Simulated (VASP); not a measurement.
# AlP (F-43m) in VASP: a series of runs

The runs below take AlP through single point, with r2SCAN.

All numbers are computed with VASP 6.6.1; they aren't measurements. Logs are shortened: lines on timing, memory, paths and dates and some standing lists are left out, and cuts for length are marked.

## (1) The cell of the first run

The structure is cubic, space group F-43m (No. 216). The conventional cell has a = 5.479 Å, b = 5.479 Å, c = 5.479 Å, α = 90.00°, β = 90.00°, γ = 90.00°. Within 3.1 Å of Al (site symmetry -43m) lie 4 P at 2.37 Å. P (site symmetry -43m) has 4 Al at 2.37 Å within 3.1 Å.

## (2) Single point, r2SCAN

Contents of POSCAR:

```
AlP
1.0
    0.0000000000      2.7392572096      2.7392572096
    2.7392572096      0.0000000000      2.7392572096
    2.7392572096      2.7392572096      0.0000000000
Al P
1 1
Direct
    0.0000000000      0.0000000000      0.0000000000
    0.2500000000      0.2500000000      0.2500000000
```

Contents of INCAR.step1:

```
SYSTEM = AlP
PREC = Accurate ; ENCUT = 550
ISMEAR = 0 ; SIGMA = 0.01
LREAL = .False. ; LASPH = .True.
NELM = 120 ; NBANDS = 11
GGA = PE ; ALGO = Normal
EDIFF = 1E-5 ; LWAVE = .True.
LCHARG = .False. ; GGA_COMPAT = .False.
```

Contents of INCAR.step2:

```
SYSTEM = AlP
PREC = Accurate ; ENCUT = 550
EDIFF = 1E-6 ; ISMEAR = 0
SIGMA = 0.01 ; LREAL = .False.
LASPH = .True. ; NELM = 120
ALGO = Normal ; ISIF = 2
LWAVE = .False. ; LCHARG = .True.
METAGGA = R2SCAN ; LMIXTAU = .True.
LELF = .True. ; LVHAR = .True.
NBANDS = 11 ; ISTART = 1
GGA_COMPAT = .False.
```

Contents of KPOINTS:

```
regular mesh
0
Gamma
  6 6 6
  0 0 0
```

Potentials or basis: VASP PAW PBE potentials, release 64 (Al, P).

Run with:

```
$ cat potpaw_PBE.64/Al/POTCAR potpaw_PBE.64/P/POTCAR > POTCAR
$ cp INCAR.step1 INCAR
$ mpirun -np 1 vasp_std > vasp.out
$ cp INCAR.step2 INCAR
$ mpirun -np 1 vasp_std > vasp.out
```

OUTCAR:

```text
SYSTEM = AlP
   PREC = Accurate
   ENCUT = 550
   EDIFF = 1E-6
   ISMEAR = 0
   LREAL = .False.
   LASPH = .True.
   NELM = 120
   ISIF = 2
   METAGGA = R2SCAN
   ISTART = 1

 ion  position               nearest neighbor table
   1  0.000  0.000  0.000-   2 2.37   2 2.37   2 2.37   2 2.37
   2  0.250  0.250  0.250-   1 2.37   1 2.37   1 2.37   1 2.37

  LATTYP: Found a face centered cubic cell.
 ALAT       =     5.4785144192

  Lattice vectors:

 A1 = (   0.0000000000,   2.7392572096,   2.7392572096)
 A2 = (   2.7392572096,   0.0000000000,   2.7392572096)
 A3 = (   2.7392572096,   2.7392572096,   0.0000000000)

Analysis of symmetry for initial positions (statically):
=====================================================================
 Subroutine PRICEL returns:
 Original cell was already a primitive cell.

 Routine SETGRP: Setting up the symmetry group for a
 face centered cubic supercell.

 Subroutine GETGRP returns: Found 24 space group operations
 (whereof 24 operations were pure point group operations)
 out of a pool of 48 trial point group operations.

The static configuration has the point symmetry T_d .

Analysis of symmetry for dynamics (positions and initial velocities):
=====================================================================
 Subroutine PRICEL returns:
 Original cell was already a primitive cell.

 Routine SETGRP: Setting up the symmetry group for a
 face centered cubic supercell.

 Subroutine GETGRP returns: Found 24 space group operations
 (whereof 24 operations were pure point group operations)
 out of a pool of 48 trial point group operations.

The dynamic configuration has the point symmetry T_d .

 Subroutine INISYM returns: Found 24 space group operations
 (whereof 24 operations are pure point group operations),
 and found     1 'primitive' translations

----------------------------------------------------------------------------------------

                                     Primitive cell

  volume of cell :      41.1082

  direct lattice vectors                    reciprocal lattice vectors
     0.000000000  2.739257210  2.739257210    -0.182531234  0.182531234  0.182531234
     2.739257210  0.000000000  2.739257210     0.182531234 -0.182531234  0.182531234
     2.739257210  2.739257210  0.000000000     0.182531234  0.182531234 -0.182531234

  length of vectors
     3.873894697  3.873894697  3.873894697     0.316153372  0.316153372  0.316153372

  position of ions in fractional coordinates (direct lattice)
     0.000000000  0.000000000  0.000000000
     0.250000000  0.250000000  0.250000000

  ion indices of the primitive-cell ions
   primitive index   ion index
                 1           1
                 2           2

----------------------------------------------------------------------------------------

 KPOINTS: regular mesh

Automatic generation of k-mesh.
 Grid dimensions read from file:
 generate k-points for:    6    6    6

 Generating k-lattice:

  Cartesian coordinates                     Fractional coordinates (reciprocal lattice)
    -0.030421872  0.030421872  0.030421872     0.166666667  0.000000000  0.000000000
     0.030421872 -0.030421872  0.030421872     0.000000000  0.166666667  0.000000000
     0.030421872  0.030421872 -0.030421872     0.000000000  0.000000000  0.166666667

  Length of vectors
     0.052692229  0.052692229  0.052692229

  Shift w.r.t. Gamma in fractional coordinates (k-lattice)
     0.000000000  0.000000000  0.000000000

 Subroutine IBZKPT returns following result:
 ===========================================

 Found     16 irreducible k-points:

 Following reciprocal coordinates:
            Coordinates               Weight
  0.000000  0.000000  0.000000      1.000000
  0.166667  0.000000  0.000000      8.000000
  0.333333  0.000000  0.000000      8.000000
  0.500000  0.000000  0.000000      4.000000
  0.166667  0.166667  0.000000      6.000000
  0.333333  0.166667  0.000000     24.000000
[... 8 lines left out ...]
 -0.333333  0.333333  0.166667     24.000000
 -0.333333  0.500000  0.166667     12.000000
   k-points           NKPTS =     16   k-points in BZ     NKDIM =     16   number of bands    NBANDS=     11
   number of dos      NEDOS =    301   number of ions     NIONS =      2
   total plane-waves  NPLWV =  27000
   dimension x,y,z NGX =    30 NGY =   30 NGZ =   30
   dimension x,y,z NGXF=    60 NGYF=   60 NGZF=   60
   ions per type =               1   1
   NGX,Y,Z   is equivalent  to a cutoff of  12.87, 12.87, 12.87 a.u.
   NGXF,Y,Z  is equivalent  to a cutoff of  25.75, 25.75, 25.75 a.u.
 SYSTEM =  AlP
   PREC   = accura    normal or accurate (medium, high low for compatibility)
   ISTART =      1    job   : 0-new  1-cont  2-samecut
   ICHARG =      0    charge: 1-file 2-atom 10-const
   ISPIN  =      1    spin polarized calculation?
   LNONCOLLINEAR =      F non collinear calculations
   LSORBIT =      F    spin-orbit coupling
   LASPH  =      T    aspherical Exc in radial PAW
   ENCUT  =  550.0 eV  40.42 Ry    6.36 a.u.   7.41  7.41  7.41*2*pi/ulx,y,z
   NELM   =    120;   NELMIN=  2; NELMDL=  0     # of ELM steps
   EDIFF  = 0.1E-05   stopping-criterion for ELM
   LREAL  =      F    real-space projection
   EDIFFG = 0.1E-04   stopping-criterion for IOM
   NSW    =      0    number of steps for IOM
   IBRION =     -1    ionic relax: 0-MD 1-quasi-New 2-CG
   NFREE  =      0    steps in history (QN), initial steepest desc. (CG)
   ISIF   =      2    stress and relaxation
   ISYM   =      2    0-nonsym 1-usesym 2-fastsym
   POTIM  = 0.5000    time-step for ionic-motion
   TEBEG  =    0.0;   TEEND  =   0.0 temperature during run
   PSTRESS=    0.0 pullay stress
   NELECT =       8.0000    total number of electrons
   NUPDOWN=      -1.0000    fix difference up-down
   EMIN   =  10.00;   EMAX   =-10.00  energy-range for DOS
   EFERMI =   0.00;   METHOD = LEGACY
   ISMEAR =     0;   SIGMA  =   0.01  broadening in eV -4-tet -1-fermi 0-gaus
   EFERMI_NEDOS =   21; number of points for ismear=-14 and -15
   IALGO  =     38    algorithm
   IMIX   =      4    mixing-type and parameters
     AMIX     =   0.40;   BMIX     =  1.00
     AMIX_MAG =   1.60;   BMIX_MAG =  1.00
  volume/ion in A,a.u.               =      20.55       138.71
  Fermi-wavevector in a.u.,A,eV,Ry     =   0.948700  1.792782 12.245662  0.900031
  Thomas-Fermi vector in A             =   2.076913
   LORBIT       =      0    0 simple, 1 ext, 2 COOP (PROOUT), +10 PAW based schemes
   METAGGA = R2SCAN    functional components
   LHFCALC =     F    Hartree Fock is set to
   AEXX    =    0.0000 exact exchange contribution
   IVDW    =     0    specifies the selected vdW correction
   LEPSILON=     F    determine dielectric tensor
   LRPA    =     F    only Hartree local field effects (RPA)
 non-spin polarized calculation
 Gauss-broadening in eV      SIGMA  =   0.01
  energy-cutoff  :      550.00
  volume of cell :       41.11
 maximum number of plane-waves:      1243
 NGX is ok and might be reduce to    30
   NGX = 15   NGY = 15   NGZ = 15

 number of electron       7.9999999 magnetization

 Free energy of the ion-electron system (eV)
  ---------------------------------------------------
  ext. energy  EPLUGINS =         0.00000000
  ---------------------------------------------------
  free energy    TOTEN  =       -17.20319410 eV

  energy without entropy =      -17.20319410  energy(sigma->0) =      -17.20319410

 E-fermi :   4.3620     XC(G=0):  -9.5890

 val. band max:        4.3179948031   @ k =   0.0000   0.0000   0.0000
 cond. band min:       6.2442419093   @ k =   0.5000   0.5000   0.0000
 fundamental gap:      1.9262471062
 Fermi energy:         4.3620281728

 k-point     1 :       0.0000    0.0000    0.0000
  band No.  band energies     occupation
      1      -7.6116      2.00000
      2       4.3180      2.00000
      3       4.3180      2.00000
      4       4.3180      2.00000
      5       8.2273      0.00000
      6       9.2774      0.00000
      7       9.2774      0.00000
      8       9.2774      0.00000
      9      13.6149      0.00000
     10      13.6149      0.00000
     11      15.4353      0.00000

 k-point     2 :       0.1667    0.0000    0.0000
  band No.  band energies     occupation
      1      -7.2989      2.00000
      2       2.4490      2.00000
      3       4.0709      2.00000
      4       4.0709      2.00000
      5       8.4423      0.00000
      6       9.7284      0.00000
      7       9.7284      0.00000
      8      10.5143      0.00000
      9      12.9890      0.00000
     10      12.9890      0.00000
     11      15.9541      0.00000

 k-point     3 :       0.3333    0.0000    0.0000
  band No.  band energies     occupation
      1      -6.4881      2.00000
      2      -0.0858      2.00000
      3       3.6880      2.00000
      4       3.6880      2.00000
      5       7.8462      0.00000
      6       9.7757      0.00000
      7       9.7757      0.00000
      8      12.8894      0.00000
      9      13.9920      0.00000
     10      13.9920      0.00000
     11      15.4024      0.00000

 k-point     4 :       0.5000    0.0000    0.0000
  band No.  band energies     occupation
      1      -5.8914      2.00000
      2      -1.3091      2.00000
      3       3.5322      2.00000
      4       3.5322      2.00000
      5       7.6034      0.00000
      6       9.5358      0.00000
      7       9.5358      0.00000
      8      13.2350      0.00000
      9      16.4520      0.00000
     10      16.4520      0.00000
     11      16.9948      0.00000
[... 127 lines left out ...]
 k-point    14 :       0.5000    0.3333    0.1667
  band No.  band energies     occupation
      1      -5.8472      2.00000
      2      -0.1693      2.00000
      3       1.6040      2.00000
      4       2.7042      2.00000
      5       8.5640      0.00000
      6       9.5975      0.00000
      7      10.3083      0.00000
      8      13.1111      0.00000
      9      14.2912      0.00000
     10      16.5671      0.00000
     11      18.4805      0.00000

 k-point    15 :      -0.3333    0.3333    0.1667
  band No.  band energies     occupation
      1      -5.3807      2.00000
      2      -0.7486      2.00000
      3       1.1424      2.00000
      4       2.3066      2.00000
      5       8.7553      0.00000
      6       9.7574      0.00000
      7      11.7308      0.00000
      8      12.5038      0.00000
      9      13.8452      0.00000
     10      17.0220      0.00000
     11      18.0018      0.00000

 k-point    16 :      -0.3333    0.5000    0.1667
  band No.  band energies     occupation
      1      -5.1754      2.00000
      2      -0.8008      2.00000
      3       1.3528      2.00000
      4       1.6169      2.00000
      5       8.0020      0.00000
      6       9.0524      0.00000
      7      12.5512      0.00000
      8      12.8879      0.00000
      9      16.3815      0.00000
     10      16.9422      0.00000
     11      18.4501      0.00000

------------------------ aborting loop because EDIFF is reached ----------------------------------------

  FORCE on cell =-STRESS in cart. coord.  units (eV):
  Direction    XX          YY          ZZ          XY          YZ          ZX
  --------------------------------------------------------------------------------------
  -------------------------------------------------------------------------------------
  Total       -0.0685105     -0.0685105     -0.0685105      0.0000000      0.0000000      0.0000000
  in kB       -2.6701727     -2.6701727     -2.6701727      0.0000000      0.0000000      0.0000000
  external PRESSURE =      -2.6701727 kB  Pullay stress =       0.0000000 kB

 VOLUME and BASIS-vectors are now :
 -----------------------------------------------------------------------------
  energy-cutoff  :      550.00
  volume of cell :       41.11
      direct lattice vectors                 reciprocal lattice vectors
     0.000000000  2.739257210  2.739257210    -0.182531234  0.182531234  0.182531234
     2.739257210  0.000000000  2.739257210     0.182531234 -0.182531234  0.182531234
     2.739257210  2.739257210  0.000000000     0.182531234  0.182531234 -0.182531234

 POSITION                                       TOTAL-FORCE (eV/Angst)
 -----------------------------------------------------------------------------------
      0.00000      0.00000      0.00000        -0.000000     -0.000000     -0.000000
      1.36963      1.36963      1.36963         0.000000      0.000000      0.000000
 -----------------------------------------------------------------------------------
    total drift:                               -0.000000     -0.000000     -0.000000

  FREE ENERGIE OF THE ION-ELECTRON SYSTEM (eV)
  ---------------------------------------------------
  free  energy   TOTEN  =       -17.2031941036 eV

  energy  without entropy=      -17.2031941036  energy(sigma->0) =      -17.20319410
```

It took 25 s on 1 thread of AMD EPYC 9R45 (Zen 5), shared host; peak memory 0.13 GiB.

What came out:

```
Free energy            : -17.2032 eV
Pressure               : -0.3 GPa
Band gap on the k mesh : 1.93 eV, indirect (least direct gap 3.91 eV)
```

Levels at points of the mesh, in eV from the valence-band top:
```csv
k point,band 1,band 2,band 3,band 4,band 5,band 6,band 7,band 8
"(0.00, 0.00, 0.00)",-11.93,0.00,0.00,0.00,3.91,4.96,4.96,4.96
"(0.50, 0.00, 0.00)",-10.21,-5.63,-0.79,-0.79,3.29,5.22,5.22,8.92
"(0.50, 0.50, 0.00)",-9.53,-5.40,-2.16,-2.16,1.93,2.85,11.90,11.90
```

Caveat: the PAW data sets were made with another functional, which shifts forces and pressure a little.

## (3) Single point, r2SCAN (volume changed by -3%)

Contents of POSCAR:

```
AlP
1.0
    0.0000000000      2.7115860530      2.7115860530
    2.7115860530      0.0000000000      2.7115860530
    2.7115860530      2.7115860530      0.0000000000
Al P
1 1
Direct
    0.0000000000      0.0000000000      0.0000000000
    0.2500000000      0.2500000000      0.2500000000
```

Contents of INCAR.step1:

```
SYSTEM = AlP
PREC = Accurate ; ENCUT = 550
ISMEAR = 0 ; SIGMA = 0.01
LREAL = .FALSE. ; LASPH = .TRUE.
NELM = 120 ; NBANDS = 11
GGA = PE ; ALGO = Normal
EDIFF = 1E-5 ; LWAVE = .TRUE.
LCHARG = .FALSE. ; GGA_COMPAT = .FALSE.
```

Contents of INCAR.step2:

```
SYSTEM = AlP
PREC = Accurate ; ENCUT = 550
EDIFF = 1E-6 ; ISMEAR = 0
SIGMA = 0.01 ; LREAL = .FALSE.
LASPH = .TRUE. ; NELM = 120
ALGO = Normal ; ISIF = 2
LWAVE = .FALSE. ; LCHARG = .FALSE.
METAGGA = R2SCAN ; LMIXTAU = .TRUE.
NBANDS = 11 ; ISTART = 1
GGA_COMPAT = .FALSE.
```

Contents of KPOINTS:

```
regular mesh
0
G
  6 6 6
  0 0 0
```

Potentials or basis: VASP PAW PBE potentials, release 64 (Al, P).

Run with:

```
$ cat potpaw_PBE.64/Al/POTCAR potpaw_PBE.64/P/POTCAR > POTCAR
$ cp INCAR.step1 INCAR
$ mpirun -np 1 vasp_std > vasp.out
$ cp INCAR.step2 INCAR
$ mpirun -np 1 vasp_std > vasp.out
```

Wall time 24 s (1 thread of AMD EPYC 9R45 (Zen 5), shared host); peak memory 0.13 GiB.

Results (log left out):

```
Free energy            : -17.1943 eV
Pressure               : 2.6 GPa
Band gap on the k mesh : 1.87 eV, indirect (least direct gap 4.09 eV)
```

Levels at points of the mesh, in eV from the valence-band top:
| k point | band 1 | band 2 | band 3 | band 4 | band 5 | band 6 | band 7 | band 8 | band 9 |
| --- | --- | --- | --- | --- | --- | --- | --- | --- | --- |
| (0.00, 0.00, 0.00) | -12.11 | 0.00 | 0.00 | 0.00 | 4.19 | 5.01 | 5.01 | 5.01 | 9.33 |
| (0.50, 0.00, 0.00) | -10.31 | -5.77 | -0.80 | -0.80 | 3.41 | 5.23 | 5.23 | 9.02 | 12.23 |
| (0.50, 0.50, 0.00) | -9.60 | -5.50 | -2.22 | -2.22 | 1.87 | 2.84 | 12.18 | 12.18 | 12.85 |

Caveat: the PAW data sets were made with another functional, which shifts forces and pressure a little.
